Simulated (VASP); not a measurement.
# Sb (P6_3/mmc) in VASP: a series of runs, part 2 of 2

VASP 6.6.1. Earlier steps stand in the parts before.

## 5. Single point, PBEsol

This run uses another cell than the first one, of 36.87 Å³/atom.

INCAR

```
ALGO = Normal
EDIFF = 1E-6
ENCUT = 520
GGA = PS
ISIF = 2
ISMEAR = 0
LASPH = True
LCHARG = False
LREAL = False
LWAVE = False
NBANDS = 18
NELM = 100
PREC = Accurate
SIGMA = 0.1
```

KPOINTS

```
k-points
0
Gamma
  12 12 8
```

POSCAR

```
Sb
1.0
    5.1851393833      0.0000000000      0.0000000000
   -2.5925696917      4.4904624281      0.0000000000
    0.0000000000      0.0000000000      6.3345521579
Sb
4
Direct
    0.3333333333      0.6666666667      0.4770752918
    0.6666666667      0.3333333333      0.9770752918
    0.6666666667      0.3333333333      0.5229247082
    0.3333333333      0.6666666667      0.0229247082
```

Potentials or basis: VASP PAW PBE potentials, release 64 (Sb).

Run with:

```
$ cat potpaw_PBE.64/Sb/POTCAR > POTCAR
$ mpirun -np 1 vasp_std > vasp.out
```

OUTCAR:

```text
EDIFF = 1E-6
   ENCUT = 520
   GGA = PS
   ISIF = 2
   ISMEAR = 0
   LASPH = True
   LREAL = False
   NELM = 100
   PREC = Accurate

 ion  position               nearest neighbor table
   1  0.333  0.667  0.477-   4 2.88   3 3.01   3 3.01   3 3.01   4 3.46
   2  0.667  0.333  0.977-   3 2.88   4 3.01   4 3.01   4 3.01   3 3.46
   3  0.667  0.333  0.523-   2 2.88   1 3.01   1 3.01   1 3.01   2 3.46
   4  0.333  0.667  0.023-   1 2.88   2 3.01   2 3.01   2 3.01   1 3.46

[... 699 lines left out ...]
     17       9.1918      0.00000
     18      10.1065      0.00000

 [... further k-points ...]
[... 5 lines left out ...]
  --------------------------------------------------------------------------------------
  -------------------------------------------------------------------------------------
  Total        0.1067718      0.1067718      0.1672929     -0.0000000      0.0000000      0.0000000
  in kB        1.1598443      1.1598443      1.8172756     -0.0000000      0.0000000      0.0000000
  external PRESSURE =       1.3789881 kB  Pullay stress =       0.0000000 kB

 VOLUME and BASIS-vectors are now :
 -----------------------------------------------------------------------------
  energy-cutoff  :      520.00
  volume of cell :      147.49
      direct lattice vectors                 reciprocal lattice vectors
     5.185139383  0.000000000  0.000000000     0.192858846  0.111347107  0.000000000
    -2.592569692  4.490462428  0.000000000     0.000000000  0.222694214  0.000000000
     0.000000000  0.000000000  6.334552158     0.000000000  0.000000000  0.157864356

 POSITION                                       TOTAL-FORCE (eV/Angst)
 -----------------------------------------------------------------------------------
     -0.00000      2.99364      3.02206         0.000000      0.000000      0.029577
      2.59257      1.49682      6.18933         0.000000      0.000000      0.029577
      2.59257      1.49682      3.31249        -0.000000     -0.000000     -0.029577
     -0.00000      2.99364      0.14522         0.000000      0.000000     -0.029577
 -----------------------------------------------------------------------------------
    total drift:                                0.000000     -0.000000      0.000000

  FREE ENERGIE OF THE ION-ELECTRON SYSTEM (eV)
  ---------------------------------------------------
  free  energy   TOTEN  =       -17.3953882749 eV

  energy  without entropy=      -17.3872927300  energy(sigma->0) =      -17.39134050
```

OSZICAR:

```text
N       E                     dE             d eps       ncg     rms          rms(c)
DAV:   1     0.877246315018E+02    0.87725E+02   -0.66117E+03  3420   0.858E+02
DAV:   2    -0.105133431761E+02   -0.98238E+02   -0.94947E+02  4384   0.144E+02
DAV:   3    -0.173461467428E+02   -0.68328E+01   -0.67036E+01  4326   0.414E+01
DAV:   4    -0.174585408414E+02   -0.11239E+00   -0.11207E+00  4126   0.572E+00
DAV:   5    -0.174609952938E+02   -0.24545E-02   -0.24544E-02  4858   0.969E-01    0.385E+00
DAV:   6    -0.174185122382E+02    0.42483E-01   -0.16759E-02  4006   0.542E-01    0.232E+00
DAV:   7    -0.173945828495E+02    0.23929E-01   -0.39565E-02  3682   0.844E-01    0.824E-02
DAV:   8    -0.173952463882E+02   -0.66354E-03   -0.14414E-03  3652   0.199E-01    0.269E-02
DAV:   9    -0.173953608120E+02   -0.11442E-03   -0.12138E-04  3956   0.530E-02    0.135E-02
DAV:  10    -0.173953858140E+02   -0.25002E-04   -0.40482E-05  3632   0.268E-02    0.729E-03
DAV:  11    -0.173953876560E+02   -0.18420E-05   -0.17496E-06  3814   0.623E-03    0.165E-03
DAV:  12    -0.173953882749E+02   -0.61887E-06   -0.71133E-07  2828   0.407E-03
   1 F= -.17395388E+02 E0= -.17391341E+02  d E =-.809554E-02
```

stdout:

```text
POSCAR found type information on POSCAR Sb
 POSCAR found :  1 types and       4 ions
 scaLAPACK will be used
 -----------------------------------------------------------------------------
|                                                                             |
|                                                                             |
|     You enforced a specific xc type in the INCAR file but a different       |
|     I HOPE YOU KNOW WHAT YOU ARE DOING!                                     |
|                                                                             |
 -----------------------------------------------------------------------------

 LDA part: xc-table for (Slater+PW92), standard interpolation
 POSCAR, INCAR and KPOINTS ok, starting setup
 FFT: planning ... GRIDC
 FFT: planning ... GRID_SOFT
 FFT: planning ... GRID
 WAVECAR not read
 entering main loop
```

Wall time 4.3 min (1 thread of AMD EPYC 7R43 (Zen 3), shared host); peak memory 0.34 GiB.

Results:

```
Free energy            : -17.3954 eV
Pressure               : 0.1 GPa
Largest force          : 0.030 eV/Å
Band gap on the k mesh : zero (bands 10 and 11 overlap by 0.53 eV)
```

Forces in eV/Å, atoms in the order of the input:
```
Sb   0.000  0.000  0.030
Sb   0.000  0.000  0.030
Sb   0.000  0.000 -0.030
Sb   0.000  0.000 -0.030
```

Caveat: the PAW data sets were made with another functional, which shifts forces and pressure a little; spin-orbit coupling is left out, which moves the levels of the heavy elements.

## 6. Overview

| task | cell | k mesh | cutoff (eV) | gap on the mesh (eV) | pressure (GPa) | relaxed volume (Å³/atom) | largest force (eV/Å) |
| --- | --- | --- | --- | --- | --- | --- | --- |
| single point | a = 3.310, b = 3.310, c = 11.032 Å, angles 90.0, 90.0, 120.0°, 4 atoms, atomic positions A | 18 × 18 × 4 | 520 | none | 0.0 | - | - |
| relaxation of cell and atoms | relaxed from a = 3.293, b = 3.293, c = 11.149 Å, angles 90.0, 90.0, 120.0°, 4 atoms, atomic positions A | 18 × 18 × 4 | 600 | - | 0.0 | 26.17 | - |
| relaxation of cell and atoms | relaxed from a = 4.400, b = 4.400, c = 7.259 Å, angles 90.0, 90.0, 120.0°, 4 atoms, atomic positions B | 6 × 6 × 4 | 600 | none | 0.1 | 36.41 | 0.02 |
| single point | a = 5.185, b = 5.185, c = 6.335 Å, angles 90.0, 90.0, 120.0°, 4 atoms, atomic positions C | 12 × 12 × 8 | 520 | none | 0.1 | - | 0.03 |

Alike in all rows: level PBEsol; potentials or basis VASP PAW PBE potentials, release 64 (Sb); no spin polarisation; smearing gaussian 0.1 eV.

Caveats: the PAW data sets were made with another functional, which shifts forces and pressure a little; spin-orbit coupling is left out, which moves the levels of the heavy elements; the highest band is partly filled, so the run has too few bands (at least some runs); the volume moved by over 15 % at a fixed basis, so the end points are rough (at least some runs).

Total energies depend on the potentials used, so only differences within one code and one set of settings carry meaning.
